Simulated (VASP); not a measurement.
# PbS (R3m) in VASP: single point with HSE06

Aim: the single point of PbS with HSE06.

Everything below comes from runs of VASP 6.6.1. Logs are shortened: lines on timing, memory, paths and dates and some standing lists are left out, and cuts for length are marked.

## 1. The cell of the first run

Symmetry: R3m, No. 160, trigonal system. The conventional cell has a = 4.225 Å, b = 4.225 Å, c = 10.356 Å, α = 90.00°, β = 90.00°, γ = 120.00°. Pb (site symmetry 3m) has 6 S at 2.96 to 3.02 Å within 3.9 Å. Within 3.9 Å of S (site symmetry 3m) lie 6 Pb at 2.96 to 3.02 Å.

## 2. Single point, HSE06

POSCAR reads:

```
PbS
1.0
    2.1126615000      1.2197456857      3.4519163333
   -2.1126615000      1.2197456857      3.4519163333
    0.0000000000     -2.4394913715      3.4519163333
Pb S
1 1
Direct
    0.9805656667      0.9805656667      0.9805656667
    0.4750353333      0.4750353333      0.4750353333
```

INCAR.step1 reads:

```
PREC     = Accurate       # precision mode
ENCUT    = 400            # plane-wave cutoff, eV
EDIFF    = 1E-5           # SCF threshold, eV
ISMEAR   = 0              # smearing method
SIGMA    = 0.01           # smearing width, eV
LREAL    = F              # projectors in reciprocal space
LASPH    = T              # aspherical terms in the spheres
NELM     = 120            # most SCF steps
ALGO     = Normal         # electronic algorithm
ISIF     = 2              # what is computed and relaxed
LWAVE    = T              # write WAVECAR
LCHARG   = F              # write CHGCAR
GGA      = PE             # functional
NBANDS   = 17             # bands
GGA_COMPAT= F
```

INCAR.step2 reads:

```
PREC     = Accurate       # precision mode
ENCUT    = 400            # plane-wave cutoff, eV
EDIFF    = 1E-6           # SCF threshold, eV
ISMEAR   = 0              # smearing method
SIGMA    = 0.01           # smearing width, eV
LREAL    = F              # projectors in reciprocal space
LASPH    = T              # aspherical terms in the spheres
NELM     = 120            # most SCF steps
ALGO     = Normal         # electronic algorithm
ISIF     = 2              # what is computed and relaxed
LWAVE    = F              # write WAVECAR
LCHARG   = F              # write CHGCAR
GGA      = PE             # functional
LHFCALC  = T              # exact exchange
HFSCREEN = 0.2079         # screening, 1/A
PRECFOCK = Normal       
ISTART   = 1            
NBANDS   = 17             # bands
GGA_COMPAT= F
```

KPOINTS reads:

```
regular mesh
0
Gamma
  4 4 4
```

Potentials or basis: VASP PAW PBE potentials, release 64 (Pb_d, S).

Run with:

```console
> cat potpaw_PBE.64/Pb_d/POTCAR potpaw_PBE.64/S/POTCAR > POTCAR
> cp INCAR.step1 INCAR
> mpirun -np 1 vasp_std > vasp.out
> cp INCAR.step2 INCAR
> mpirun -np 1 vasp_std > vasp.out
```

OUTCAR:

```text
PREC = Accurate
   ENCUT = 400
   EDIFF = 1E-6
   ISMEAR = 0
   LREAL = F
   LASPH = T
   NELM = 120
   ISIF = 2
   GGA = PE
   LHFCALC = T
   HFSCREEN = 0.2079
   PRECFOCK = Normal
   ISTART = 1

 ion  position               nearest neighbor table
   1  0.981  0.981  0.981-   2 2.96   2 2.96   2 2.96   2 3.02   2 3.02   2 3.02
   2  0.475  0.475  0.475-   1 2.96   1 2.96   1 2.96   1 3.02   1 3.02   1 3.02

  LATTYP: Found a trigonal (rhomboedric) cell.
 ALAT       =     4.2269190344
 COS(alpha) =     0.5003775168

  Lattice vectors:

 A1 = (   2.1126615000,   1.2197456857,   3.4519163333)
 A2 = (  -2.1126615000,   1.2197456857,   3.4519163333)
 A3 = (   0.0000000000,  -2.4394913715,   3.4519163333)

Analysis of symmetry for initial positions (statically):
=====================================================================
 Subroutine PRICEL returns:
 Original cell was already a primitive cell.

 Routine SETGRP: Setting up the symmetry group for a
 trigonal (rhombohedral) supercell.

 Subroutine GETGRP returns: Found  6 space group operations
 (whereof  6 operations were pure point group operations)
 out of a pool of 12 trial point group operations.

The static configuration has the point symmetry C_3v.

Analysis of symmetry for dynamics (positions and initial velocities):
=====================================================================
 Subroutine PRICEL returns:
 Original cell was already a primitive cell.

 Routine SETGRP: Setting up the symmetry group for a
 trigonal (rhombohedral) supercell.

 Subroutine GETGRP returns: Found  6 space group operations
 (whereof  6 operations were pure point group operations)
 out of a pool of 12 trial point group operations.

The dynamic configuration has the point symmetry C_3v.

 Subroutine INISYM returns: Found  6 space group operations
 (whereof  6 operations are pure point group operations),
 and found     1 'primitive' translations

----------------------------------------------------------------------------------------

                                     Primitive cell

  volume of cell :      53.3717

  direct lattice vectors                    reciprocal lattice vectors
     2.112661500  1.219745686  3.451916333     0.236668297  0.136640505  0.096564720
    -2.112661500  1.219745686  3.451916333    -0.236668297  0.136640505  0.096564720
     0.000000000 -2.439491371  3.451916333     0.000000000 -0.273281010  0.096564720

  length of vectors
     4.226919034  4.226919034  4.226919034     0.289840052  0.289840052  0.289840052

  position of ions in fractional coordinates (direct lattice)
     0.980565667  0.980565667  0.980565667
     0.475035333  0.475035333  0.475035333

  ion indices of the primitive-cell ions
   primitive index   ion index
                 1           1
                 2           2

----------------------------------------------------------------------------------------

 KPOINTS: regular mesh

Automatic generation of k-mesh.
 Grid dimensions read from file:
 generate k-points for:    4    4    4

 Generating k-lattice:

  Cartesian coordinates                     Fractional coordinates (reciprocal lattice)
     0.059167074  0.034160126  0.024141180     0.250000000 -0.000000000  0.000000000
    -0.059167074  0.034160126  0.024141180    -0.000000000  0.250000000  0.000000000
     0.000000000 -0.068320253  0.024141180     0.000000000  0.000000000  0.250000000

  Length of vectors
     0.072460013  0.072460013  0.072460013

  Shift w.r.t. Gamma in fractional coordinates (k-lattice)
     0.000000000  0.000000000  0.000000000

 Subroutine IBZKPT returns following result:
 ===========================================

 Found     13 irreducible k-points:

 Following reciprocal coordinates:
            Coordinates               Weight
  0.000000  0.000000  0.000000      1.000000
  0.250000  0.000000  0.000000      6.000000
  0.500000  0.000000  0.000000      3.000000
  0.250000  0.250000  0.000000      6.000000
  0.500000  0.250000  0.000000     12.000000
 -0.250000  0.250000  0.000000      6.000000
  0.500000  0.500000  0.000000      3.000000
  0.250000  0.250000  0.250000      2.000000
  0.500000  0.250000  0.250000      6.000000
 -0.250000  0.250000  0.250000      6.000000
  0.500000  0.500000  0.250000      6.000000
 -0.250000  0.500000  0.250000      6.000000
  0.500000  0.500000  0.500000      1.000000
   k-points           NKPTS =     13   k-points in BZ     NKDIM =     64   number of bands    NBANDS=     17
   number of dos      NEDOS =    301   number of ions     NIONS =      2
   total plane-waves  NPLWV =  21952
   dimension x,y,z NGX =    28 NGY =   28 NGZ =   28
   dimension x,y,z NGXF=    56 NGYF=   56 NGZF=   56
   ions per type =               1   1
   NGX,Y,Z   is equivalent  to a cutoff of  11.01, 11.01, 11.01 a.u.
   NGXF,Y,Z  is equivalent  to a cutoff of  22.02, 22.02, 22.02 a.u.
 SYSTEM =  unknown system
   PREC   = accura    normal or accurate (medium, high low for compatibility)
   ISTART =      1    job   : 0-new  1-cont  2-samecut
   ICHARG =      0    charge: 1-file 2-atom 10-const
   ISPIN  =      1    spin polarized calculation?
   LNONCOLLINEAR =      F non collinear calculations
   LSORBIT =      F    spin-orbit coupling
   LASPH  =      T    aspherical Exc in radial PAW
   ENCUT  =  400.0 eV  29.40 Ry    5.42 a.u.   6.89  6.89  6.89*2*pi/ulx,y,z
   NELM   =    120;   NELMIN=  2; NELMDL=  0     # of ELM steps
   EDIFF  = 0.1E-05   stopping-criterion for ELM
   LREAL  =      F    real-space projection
   EDIFFG = 0.1E-04   stopping-criterion for IOM
   NSW    =      0    number of steps for IOM
   IBRION =     -1    ionic relax: 0-MD 1-quasi-New 2-CG
   NFREE  =      0    steps in history (QN), initial steepest desc. (CG)
   ISIF   =      2    stress and relaxation
   ISYM   =      3    0-nonsym 1-usesym 2-fastsym
   POTIM  = 0.5000    time-step for ionic-motion
   TEBEG  =    0.0;   TEEND  =   0.0 temperature during run
   PSTRESS=    0.0 pullay stress
   NELECT =      20.0000    total number of electrons
   NUPDOWN=      -1.0000    fix difference up-down
   EMIN   =  10.00;   EMAX   =-10.00  energy-range for DOS
   EFERMI =   0.00;   METHOD = LEGACY
   ISMEAR =     0;   SIGMA  =   0.01  broadening in eV -4-tet -1-fermi 0-gaus
   EFERMI_NEDOS =   21; number of points for ismear=-14 and -15
   IALGO  =     38    algorithm
   IMIX   =      1    mixing-type and parameters
     AMIX     =   0.40;   BMIX     =  1.00
     AMIX_MAG =   1.60;   BMIX_MAG =  1.00
  volume/ion in A,a.u.               =      26.69       180.08
  Fermi-wavevector in a.u.,A,eV,Ry     =   1.180270  2.230386 18.953413  1.393037
  Thomas-Fermi vector in A             =   2.316565
   LORBIT       =      0    0 simple, 1 ext, 2 COOP (PROOUT), +10 PAW based schemes
   GGA     = PE    functional components
   LHFCALC =     T    Hartree Fock is set to
   PRECFOCK=normal    Normal, Fast or Accurate (Low or Medium for compatibility)
   ENCUT4O =  -1.0   cutoff for four orbital integrals eV
   NKREDX  =     1    reduce k-point grid by
   NKREDY  =     1    reduce k-point grid by
   NKREDZ  =     1    reduce k-point grid by
   AEXX    =    0.2500 exact exchange contribution
   HFSCREEN=    0.2079 screening length (either q_TF or 0.3 A-1)
   HFSCREENC=   0.2079 screening length for correlation (either q_TF or 0.3 A-1)
   ENCUTFOCK=  -1.0 apply spherical cutoff to Coloumb kernel
   IVDW    =     0    specifies the selected vdW correction
   LEPSILON=     F    determine dielectric tensor
   LRPA    =     F    only Hartree local field effects (RPA)
 non-spin polarized calculation
 Gauss-broadening in eV      SIGMA  =   0.01
  energy-cutoff  :      400.00
  volume of cell :       53.37
 maximum number of plane-waves:       982
  NGX = 24; NGY = 24; NGZ = 24

 number of electron      19.9999993 magnetization

 Free energy of the ion-electron system (eV)
  ---------------------------------------------------
  ext. energy  EPLUGINS =         0.00000000
  ---------------------------------------------------
  free energy    TOTEN  =       -10.39437837 eV

  energy without entropy =      -10.39437837  energy(sigma->0) =      -10.39437837

 E-fermi :   5.3006     XC(G=0):  -7.9615

 val. band max:        5.2034911061   @ k =   0.5000   0.0000   0.0000
 cond. band min:       6.1091797879   @ k =   0.5000   0.0000   0.0000
 fundamental gap:      0.9056886818
 Fermi energy:         5.3005545625

 k-point     1 :       0.0000    0.0000    0.0000
  band No.  band energies     occupation
      1     -13.3133      2.00000
      2     -13.3130      2.00000
      3     -13.3130      2.00000
      4     -13.3083      2.00000
      5     -13.3083      2.00000
      6      -9.6939      2.00000
[... 9 lines left out ...]
     16      12.7547      0.00000
     17      14.6402      0.00000

 k-point     2 :       0.2500    0.0000    0.0000
  band No.  band energies     occupation
      1     -13.3258      2.00000
      2     -13.3253      2.00000
      3     -13.3113      2.00000
      4     -13.2917      2.00000
      5     -13.2915      2.00000
      6      -9.1749      2.00000
[... 9 lines left out ...]
     16      14.0116      0.00000
     17      17.9239      0.00000

 k-point     3 :       0.5000    0.0000    0.0000
  band No.  band energies     occupation
      1     -13.3421      2.00000
      2     -13.3412      2.00000
      3     -13.3106      2.00000
      4     -13.2712      2.00000
      5     -13.2708      2.00000
      6      -8.4352      2.00000
[... 9 lines left out ...]
     16      16.3694      0.00000
     17      16.6937      0.00000

 k-point     4 :       0.2500    0.2500    0.0000
  band No.  band energies     occupation
      1     -13.3680      2.00000
      2     -13.3246      2.00000
      3     -13.2966      2.00000
      4     -13.2863      2.00000
      5     -13.2861      2.00000
      6      -8.9805      2.00000
[... 9 lines left out ...]
     16      16.0919      0.00000
     17      16.2040      0.00000
[... 123 lines left out ...]
      1     -13.3983      2.00000
      2     -13.3147      2.00000
      3     -13.3114      2.00000
      4     -13.2782      2.00000
      5     -13.2663      2.00000
      6      -8.2331      2.00000
[... 9 lines left out ...]
     16      16.9988      0.00000
     17      17.6403      0.00000

 k-point    12 :      -0.2500    0.5000    0.2500
  band No.  band energies     occupation
      1     -13.4186      2.00000
      2     -13.3102      2.00000
      3     -13.2981      2.00000
      4     -13.2980      2.00000
      5     -13.2576      2.00000
      6      -7.9568      2.00000
[... 9 lines left out ...]
     16      18.1954      0.00000
     17      18.5971      0.00000

 k-point    13 :       0.5000    0.5000    0.5000
  band No.  band energies     occupation
      1     -13.3414      2.00000
      2     -13.3414      2.00000
      3     -13.3110      2.00000
      4     -13.2710      2.00000
      5     -13.2710      2.00000
      6      -8.4418      2.00000
[... 9 lines left out ...]
     16      16.3703      0.00000
     17      16.7071      0.00000

------------------------ aborting loop because EDIFF is reached ----------------------------------------

  FORCE on cell =-STRESS in cart. coord.  units (eV):
  Direction    XX          YY          ZZ          XY          YZ          ZX
  --------------------------------------------------------------------------------------
  -------------------------------------------------------------------------------------
  Total       -0.0615925     -0.0615925     -0.0566375      0.0000000      0.0000000      0.0000000
  in kB       -1.8489613     -1.8489613     -1.7002144      0.0000000      0.0000000      0.0000000
  external PRESSURE =      -1.7993790 kB  Pullay stress =       0.0000000 kB

 VOLUME and BASIS-vectors are now :
 -----------------------------------------------------------------------------
  energy-cutoff  :      400.00
  volume of cell :       53.37
      direct lattice vectors                 reciprocal lattice vectors
     2.112661500  1.219745686  3.451916333     0.236668297  0.136640505  0.096564720
    -2.112661500  1.219745686  3.451916333    -0.236668297  0.136640505  0.096564720
     0.000000000 -2.439491371  3.451916333     0.000000000 -0.273281010  0.096564720

 POSITION                                       TOTAL-FORCE (eV/Angst)
 -----------------------------------------------------------------------------------
      0.00000     -0.00000     10.15449         0.000000     -0.000000      0.026120
      0.00000     -0.00000      4.91935         0.000000      0.000000     -0.026120
 -----------------------------------------------------------------------------------
    total drift:                                0.000004      0.000005     -0.000377

  FREE ENERGIE OF THE ION-ELECTRON SYSTEM (eV)
  ---------------------------------------------------
  free  energy   TOTEN  =       -10.3943783746 eV

  energy  without entropy=      -10.3943783746  energy(sigma->0) =      -10.39437837
```

It took 13 min on 1 thread of Intel Xeon 8259CL, shared host; peak memory 0.28 GiB.

What came out:

```
Free energy            : -10.3944 eV
Pressure               : -0.2 GPa
Largest force          : 0.026 eV/Å
Band gap on the k mesh : 0.91 eV
```

Forces on the atoms (eV/Å):
```
Pb   0.000  0.000  0.026
S    0.000  0.000 -0.026
```

Caveat: the k points lie up to 0.46 Å⁻¹ apart; the PAW data sets were made with another functional, which shifts forces and pressure a little; spin-orbit coupling is left out, which moves the levels of the heavy elements.
